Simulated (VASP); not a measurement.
# TlPt (P6/mmm) in VASP: a series of runs, part 2 of 2

VASP 6.6.1.

### 3 Single point, PBE (24.18 Å³/atom)

This run uses another cell than the first one, of 24.18 Å³/atom.

INCAR

```
SYSTEM = TlPt
PREC     = Accurate       ! precision mode
ENCUT    = 520            ! plane-wave cutoff, eV
EDIFF    = 1E-6           ! SCF threshold, eV
ISMEAR   = 0              ! smearing method
SIGMA    = 0.1            ! smearing width, eV
LREAL    = .FALSE.        ! projectors in reciprocal space
LASPH    = .TRUE.         ! aspherical terms in the spheres
NELM     = 60             ! most SCF steps
ALGO     = Fast           ! electronic algorithm
ISIF     = 2              ! what is computed and relaxed
LWAVE    = .FALSE.        ! write WAVECAR
LCHARG   = .TRUE.         ! write CHGCAR
GGA      = PE             ! functional
LELF     = .TRUE.         ! ELF
LVHAR    = .TRUE.       
NBANDS   = 44             ! bands
```

KPOINTS

```
Automatic mesh
0
G
  6 6 8
  0 0 0
```

POSCAR

```
TlPt
1.0
    6.4198645153      0.0000000000      0.0000000000
   -3.2099322577      5.5597657591      0.0000000000
    0.0000000000      0.0000000000      4.0651522979
Tl Pt
3 3
Direct
    0.5000000000      0.0000000000      0.0000000000
    0.5000000000      0.5000000000      0.0000000000
    0.0000000000      0.5000000000      0.0000000000
    0.0000000000      0.0000000000      0.0000000000
    0.3333333333      0.6666666667      0.5000000000
    0.6666666667      0.3333333333      0.5000000000
```

Potentials or basis: VASP PAW PBE potentials, release 64 (Tl_d, Pt).

Command:

```sh
$ cat potpaw_PBE.64/Tl_d/POTCAR potpaw_PBE.64/Pt/POTCAR > POTCAR
$ mpirun -np 1 vasp_std > vasp.out
```

OUTCAR:

```text
SYSTEM = TlPt
   PREC = Accurate
   ENCUT = 520
   EDIFF = 1E-6
   ISMEAR = 0
   LREAL = .FALSE.
   LASPH = .TRUE.
   NELM = 60
   ISIF = 2
   GGA = PE

 ion  position               nearest neighbor table
   1  0.500  0.000  0.000-   5 2.75   6 2.75   5 2.75   6 2.75   3 3.21   3 3.21   4 3.21   4 3.21
                             2 3.21   2 3.21
   2  0.500  0.500  0.000-   5 2.75   6 2.75   5 2.75   6 2.75   4 3.21   4 3.21   3 3.21   3 3.21
                             1 3.21   1 3.21
   3  0.000  0.500  0.000-   5 2.75   6 2.75   5 2.75   6 2.75   1 3.21   1 3.21   2 3.21   2 3.21
                             4 3.21   4 3.21
   4  0.000  0.000  0.000-   2 3.21   2 3.21   1 3.21   1 3.21   3 3.21   3 3.21
   5  0.333  0.667  0.500-   3 2.75   3 2.75   1 2.75   1 2.75   2 2.75   2 2.75
   6  0.667  0.333  0.500-   3 2.75   3 2.75   1 2.75   1 2.75   2 2.75   2 2.75

  LATTYP: Found a hexagonal cell.
 ALAT       =     6.4198645153
 C/A-ratio  =     0.6332146556

  Lattice vectors:

 A1 = (   6.4198645153,   0.0000000000,   0.0000000000)
 A2 = (  -3.2099322577,   5.5597657591,   0.0000000000)
 A3 = (   0.0000000000,   0.0000000000,   4.0651522979)

Analysis of symmetry for initial positions (statically):
=====================================================================
 Subroutine PRICEL returns:
 Original cell was already a primitive cell.

 Routine SETGRP: Setting up the symmetry group for a
 hexagonal supercell.

 Subroutine GETGRP returns: Found 24 space group operations
 (whereof 24 operations were pure point group operations)
 out of a pool of 24 trial point group operations.

The static configuration has the point symmetry D_6h.

Analysis of symmetry for dynamics (positions and initial velocities):
=====================================================================
[... 138 lines left out ...]
     AMIX_MAG =   1.60;   BMIX_MAG =  1.00
  volume/ion in A,a.u.               =      24.18       163.19
  Fermi-wavevector in a.u.,A,eV,Ry     =   1.277825  2.414740 22.216101  1.632837
  Thomas-Fermi vector in A             =   2.410403
   LORBIT       =      0    0 simple, 1 ext, 2 COOP (PROOUT), +10 PAW based schemes
   GGA     = PE    functional components
   LHFCALC =     F    Hartree Fock is set to
   AEXX    =    0.0000 exact exchange contribution
   IVDW    =     0    specifies the selected vdW correction
   LEPSILON=     F    determine dielectric tensor
   LRPA    =     F    only Hartree local field effects (RPA)
 non-spin polarized calculation
 RMM-DIIS sequential band-by-band and
 Gauss-broadening in eV      SIGMA  =   0.10
  energy-cutoff  :      520.00
  volume of cell :      145.10
 maximum number of plane-waves:      3925
 NGX is ok and might be reduce to    48
   NGX = 23   NGY = 23   NGZ = 15

 number of electron      68.9999987 magnetization

 Free energy of the ion-electron system (eV)
  ---------------------------------------------------
  ext. energy  EPLUGINS =         0.00000000
  ---------------------------------------------------
  free energy    TOTEN  =       -21.73070465 eV

  energy without entropy =      -21.70958724  energy(sigma->0) =      -21.72014594

 E-fermi :   6.2720     XC(G=0): -10.6745

 val. band max:        6.2668199783   @ k =   0.5000   0.0000   0.2500
 cond. band min:       6.3063234234   @ k =   0.3333   0.3333   0.5000
 fundamental gap:      0.0395034451
 Fermi energy:         6.2720269521

 k-point     1 :       0.0000    0.0000    0.0000
  band No.  band energies     occupation
      1      -6.1263      2.00000
      2      -5.5776      2.00000
      3      -5.5776      2.00000
      4      -5.4930      2.00000
      5      -5.3742      2.00000
      6      -5.3742      2.00000
[... 1117 lines left out ...]
     43      12.1748      0.00000
     44      12.3463      0.00000

 [... further k-points ...]

------------------------ aborting loop because EDIFF is reached ----------------------------------------

  FORCE on cell =-STRESS in cart. coord.  units (eV):
  Direction    XX          YY          ZZ          XY          YZ          ZX
  --------------------------------------------------------------------------------------
  -------------------------------------------------------------------------------------
  Total        1.2782852      1.2782852      1.1892100     -0.0000000      0.0000000     -0.0000000
  in kB       14.1149445     14.1149445     13.1313680     -0.0000000      0.0000000     -0.0000000
  external PRESSURE =      13.7870857 kB  Pullay stress =       0.0000000 kB

 VOLUME and BASIS-vectors are now :
 -----------------------------------------------------------------------------
  energy-cutoff  :      520.00
  volume of cell :      145.10
      direct lattice vectors                 reciprocal lattice vectors
     6.419864515  0.000000000  0.000000000     0.155766527  0.089931846  0.000000000
    -3.209932258  5.559765759  0.000000000     0.000000000  0.179863693  0.000000000
     0.000000000  0.000000000  4.065152298     0.000000000  0.000000000  0.245993244

 POSITION                                       TOTAL-FORCE (eV/Angst)
 -----------------------------------------------------------------------------------
      3.20993      0.00000      0.00000        -0.000000      0.000000      0.000000
      1.60497      2.77988      0.00000        -0.000000      0.000000      0.000000
     -1.60497      2.77988      0.00000        -0.000000      0.000000      0.000000
      0.00000      0.00000      0.00000        -0.000000      0.000000      0.000000
     -0.00000      3.70651      2.03258         0.000000     -0.000000      0.000000
      3.20993      1.85326      2.03258        -0.000000      0.000000      0.000000
 -----------------------------------------------------------------------------------
    total drift:                               -0.000000      0.000000      0.000000

  FREE ENERGIE OF THE ION-ELECTRON SYSTEM (eV)
  ---------------------------------------------------
  free  energy   TOTEN  =       -21.7307046468 eV

  energy  without entropy=      -21.7095872362  energy(sigma->0) =      -21.72014594
```

OSZICAR:

```text
N       E                     dE             d eps       ncg     rms          rms(c)
DAV:   1     0.430574410582E+03    0.43057E+03   -0.35358E+04  3104   0.147E+03
DAV:   2    -0.708936798377E+01   -0.43766E+03   -0.42112E+03  3364   0.343E+02
DAV:   3    -0.220527623619E+02   -0.14963E+02   -0.14571E+02  3496   0.551E+01
DAV:   4    -0.222509400088E+02   -0.19818E+00   -0.19760E+00  3556   0.617E+00
DAV:   5    -0.222541563658E+02   -0.32164E-02   -0.32161E-02  3344   0.806E-01    0.154E+01
RMM:   6    -0.219051217214E+02    0.34903E+00   -0.87561E-01  3107   0.445E+00    0.105E+01
RMM:   7    -0.221119968100E+02   -0.20688E+00   -0.97755E-01  3213   0.363E+00    0.636E+00
RMM:   8    -0.217404560373E+02    0.37154E+00   -0.36243E-01  3174   0.265E+00    0.132E+00
RMM:   9    -0.217365324067E+02    0.39236E-02   -0.87631E-02  3242   0.961E-01    0.631E-01
RMM:  10    -0.217313104318E+02    0.52220E-02   -0.15093E-02  3216   0.482E-01    0.208E-01
RMM:  11    -0.217309066471E+02    0.40378E-03   -0.87641E-04  3366   0.142E-01    0.115E-01
RMM:  12    -0.217306977525E+02    0.20889E-03   -0.39895E-04  3337   0.699E-02    0.266E-02
RMM:  13    -0.217307037395E+02   -0.59870E-05   -0.60877E-05  3399   0.273E-02    0.792E-03
RMM:  14    -0.217307051167E+02   -0.13772E-05   -0.14685E-05  2705   0.121E-02    0.575E-03
RMM:  15    -0.217307046468E+02    0.46992E-06   -0.27407E-06  2227   0.540E-03
   1 F= -.21730705E+02 E0= -.21720146E+02  d E =-.211174E-01
```

Run time: 2.3 min. Hardware: 1 thread of Oxide Virtual Turin-like, shared host; peak memory 0.32 GiB.

What came out:

| Property | Result |
| --- | --- |
| Free energy | -21.7307 eV |
| Pressure | 1.4 GPa |
| Band gap on the k mesh | zero (an odd number of electrons rules out a gap without spin polarisation) |

Levels at points of the mesh, in eV from the Fermi level:
```tsv
k point	band 31	band 32	band 33	band 34	band 35	band 36	band 37	band 38	band 39	band 40
(0.00, 0.00, 0.00)	-0.78	-0.78	-0.43	-0.43	-0.18	-0.18	-0.12	1.23	5.17	7.00
(0.50, 0.00, 0.00)	-1.16	-0.86	-0.79	-0.71	1.03	1.84	2.98	3.19	3.39	4.63
(0.00, 0.00, 0.50)	-0.94	-0.94	-0.50	0.99	0.99	1.14	1.14	1.15	1.15	1.17
(0.50, 0.00, 0.50)	-1.46	-1.33	-0.75	-0.70	0.12	0.61	1.17	2.67	2.76	3.58
```

Caveat: spin-orbit coupling is left out, which moves the levels of the heavy elements.

### 4 Single point, PBE (25.68 Å³/atom)

This run uses another cell than the first one, of 25.68 Å³/atom.

INCAR

```
SYSTEM = TlPt
PREC = Accurate
ENCUT = 520
EDIFF = 1E-6
ISMEAR = 0
SIGMA = 0.1
LREAL = .False.
LASPH = .True.
NELM = 80
ALGO = Fast
ISIF = 2
LWAVE = .False.
LCHARG = .False.
GGA = PE
NBANDS = 44
```

KPOINTS

```
Automatic mesh
0
Gamma
  6 6 8
  0 0 0
```

Changes to POSCAR since step 3:

```diff
@@ -2,5 +2,5 @@
 1.0
-    6.4198645153      0.0000000000      0.0000000000
-   -3.2099322577      5.5597657591      0.0000000000
-    0.0000000000      0.0000000000      4.0651522979
+    6.7387042032      0.0000000000      0.0000000000
+   -3.3693521016      5.8358890285      0.0000000000
+    0.0000000000      0.0000000000      3.9177908729
 Tl Pt
```

Command:

```sh
$ cat potpaw_PBE.64/Tl_d/POTCAR potpaw_PBE.64/Pt/POTCAR > POTCAR
$ mpirun -np 1 vasp_std > vasp.out
```

It took 2.6 min on 1 thread of Oxide Virtual Turin-like, shared host; peak memory 0.34 GiB.

It converged, with:

```yaml
Free_energy: -21.7385 eV
Pressure: -1.2 GPa
Band_gap_on_the_k_mesh: zero (an odd number of electrons rules out a gap without spin polarisation)
```

Levels at points of the mesh, in eV from the Fermi level:
| k point | band 32 | band 33 | band 34 | band 35 | band 36 | band 37 |
| --- | --- | --- | --- | --- | --- | --- |
| (0.00, 0.00, 0.00) | -0.55 | -0.41 | -0.41 | -0.28 | -0.18 | -0.18 |
| (0.50, 0.00, 0.00) | -0.68 | -0.60 | -0.56 | 0.57 | 1.33 | 2.71 |
| (0.00, 0.00, 0.50) | -0.84 | -0.40 | 0.95 | 0.95 | 1.00 | 1.00 |
| (0.50, 0.00, 0.50) | -1.09 | -0.69 | -0.55 | 0.39 | 0.60 | 1.05 |

Caveat: spin-orbit coupling is left out, which moves the levels of the heavy elements.

### 5 Single point, PBE (26.43 Å³/atom)

This run uses another cell than the first one, of 26.43 Å³/atom.

INCAR

```
ALGO = Fast
EDIFF = 1E-7
ENCUT = 520
GGA = PE
ISIF = 2
ISMEAR = 0
LASPH = T
LCHARG = T
LELF = T
LREAL = F
LVHAR = T
LWAVE = F
NBANDS = 44
NELM = 100
PREC = Accurate
SIGMA = 0.1
```

KPOINTS

```
k-points
0
Gamma
  6 6 8
```

Changes to POSCAR since step 4:

```diff
@@ -2,5 +2,5 @@
 1.0
-    6.7387042032      0.0000000000      0.0000000000
-   -3.3693521016      5.8358890285      0.0000000000
-    0.0000000000      0.0000000000      3.9177908729
+    7.0295182169      0.0000000000      0.0000000000
+   -3.5147591085      6.0877413522      0.0000000000
+    0.0000000000      0.0000000000      3.7051991514
 Tl Pt
```

Potentials or basis: VASP PAW PBE potentials, release 64 (Tl_d, Pt).

Command:

```sh
$ cat potpaw_PBE.64/Tl_d/POTCAR potpaw_PBE.64/Pt/POTCAR > POTCAR
$ mpirun -np 1 vasp_std > vasp.out
```

OUTCAR:

```text
EDIFF = 1E-7
   ENCUT = 520
   GGA = PE
   ISIF = 2
   ISMEAR = 0
   LASPH = T
   LREAL = F
   NELM = 100
   PREC = Accurate

 ion  position               nearest neighbor table
   1  0.500  0.000  0.000-   5 2.75   6 2.75   5 2.75   6 2.75   3 3.51   3 3.51   4 3.51   4 3.51
                             2 3.51   2 3.51
   2  0.500  0.500  0.000-   5 2.75   6 2.75   5 2.75   6 2.75   4 3.51   4 3.51   3 3.51   3 3.51
                             1 3.51   1 3.51
   3  0.000  0.500  0.000-   5 2.75   6 2.75   5 2.75   6 2.75   1 3.51   1 3.51   2 3.51   2 3.51
                             4 3.51   4 3.51
   4  0.000  0.000  0.000-   2 3.51   2 3.51   1 3.51   1 3.51   3 3.51   3 3.51
   5  0.333  0.667  0.500-   3 2.75   3 2.75   1 2.75   1 2.75   2 2.75   2 2.75
   6  0.667  0.333  0.500-   3 2.75   3 2.75   1 2.75   1 2.75   2 2.75   2 2.75

  LATTYP: Found a hexagonal cell.
 ALAT       =     7.0295182169
 C/A-ratio  =     0.5270914787

  Lattice vectors:

 A1 = (   7.0295182169,   0.0000000000,   0.0000000000)
 A2 = (  -3.5147591085,   6.0877413522,   0.0000000000)
 A3 = (   0.0000000000,   0.0000000000,   3.7051991514)

[... 188 lines left out ...]
 fundamental gap:      0.0475187795
 Fermi energy:         5.3121032382

 k-point     1 :       0.0000    0.0000    0.0000
  band No.  band energies     occupation
      1      -6.6006      2.00000
      2      -6.2049      2.00000
      3      -6.2049      2.00000
      4      -6.1928      2.00000
      5      -6.1928      2.00000
      6      -6.1774      2.00000
[... 1117 lines left out ...]
     43      10.5795      0.00000
     44      10.6369      0.00000

 [... further k-points ...]

------------------------ aborting loop because EDIFF is reached ----------------------------------------

  FORCE on cell =-STRESS in cart. coord.  units (eV):
  Direction    XX          YY          ZZ          XY          YZ          ZX
  --------------------------------------------------------------------------------------
  -------------------------------------------------------------------------------------
  Total       -1.2532849     -1.2532849     -1.2912762      0.0000000      0.0000000      0.0000000
  in kB      -12.6638887    -12.6638887    -13.0477738      0.0000000      0.0000000      0.0000000
  external PRESSURE =     -12.7918504 kB  Pullay stress =       0.0000000 kB

 VOLUME and BASIS-vectors are now :
 -----------------------------------------------------------------------------
  energy-cutoff  :      520.00
  volume of cell :      158.56
      direct lattice vectors                 reciprocal lattice vectors
     7.029518217  0.000000000  0.000000000     0.142257260  0.082132267  0.000000000
    -3.514759108  6.087741352  0.000000000     0.000000000  0.164264535  0.000000000
     0.000000000  0.000000000  3.705199151     0.000000000  0.000000000  0.269891026

 POSITION                                       TOTAL-FORCE (eV/Angst)
 -----------------------------------------------------------------------------------
      3.51476      0.00000      0.00000         0.000000      0.000000      0.000000
      1.75738      3.04387      0.00000         0.000000      0.000000      0.000000
     -1.75738      3.04387      0.00000         0.000000      0.000000      0.000000
      0.00000      0.00000      0.00000         0.000000      0.000000      0.000000
     -0.00000      4.05849      1.85260         0.000000      0.000000     -0.000000
      3.51476      2.02925      1.85260        -0.000000     -0.000000      0.000000
 -----------------------------------------------------------------------------------
    total drift:                                0.000000     -0.000000      0.000000

  FREE ENERGIE OF THE ION-ELECTRON SYSTEM (eV)
  ---------------------------------------------------
  free  energy   TOTEN  =       -21.6976724456 eV

  energy  without entropy=      -21.6823013120  energy(sigma->0) =      -21.68998688
```

stdout:

```text
POSCAR found type information on POSCAR TlPt
 POSCAR found :  2 types and       6 ions
 scaLAPACK will be used
 LDA part: xc-table for (Slater+PW92), standard interpolation
 POSCAR, INCAR and KPOINTS ok, starting setup
 FFT: planning ... GRIDC
 FFT: planning ... GRID_SOFT
 FFT: planning ... GRID
 WAVECAR not read
 entering main loop
```

Run time: 3.2 min. Hardware: 1 thread of Oxide Virtual Turin-like, shared host; peak memory 0.35 GiB.

Results:

| Quantity | Value |
| --- | --- |
| Free energy | -21.6977 eV |
| Pressure | -1.3 GPa |
| Band gap on the k mesh | zero (an odd number of electrons rules out a gap without spin polarisation) |

Caveat: spin-orbit coupling is left out, which moves the levels of the heavy elements.

### 6 The runs side by side

```csv
cell,further INCAR settings,gap on the mesh (eV),pressure (GPa)
"a = 6.276, b = 6.276, c = 4.122 Å, angles 90.0, 90.0, 120.0°, 6 atoms",ALGO = Fast; EDIFF = 1e-06; NBANDS = 44,none,3.3
"a = 6.420, b = 6.420, c = 4.065 Å, angles 90.0, 90.0, 120.0°, 6 atoms",ALGO = Fast; EDIFF = 1e-06; NBANDS = 44,none,1.4
"a = 6.739, b = 6.739, c = 3.918 Å, angles 90.0, 90.0, 120.0°, 6 atoms",ALGO = Fast; EDIFF = 1e-06; NBANDS = 44,none,-1.2
"a = 7.030, b = 7.030, c = 3.705 Å, angles 90.0, 90.0, 120.0°, 6 atoms",ALGO = Fast; EDIFF = 1e-07; NBANDS = 44,none,-1.3
```

Alike in all rows: task single point; level PBE; potentials or basis VASP PAW PBE potentials, release 64 (Tl_d, Pt); no spin polarisation; k mesh 6 × 6 × 8; cutoff (eV) 520; smearing gaussian 0.1 eV.

Caveats: spin-orbit coupling is left out, which moves the levels of the heavy elements; the cell stands under pressure (at least some runs).

Total energies depend on the potentials used, so only differences within one code and one set of settings carry meaning.

The gap in the log of VASP goes by the Fermi energy; the results here count the filled bands.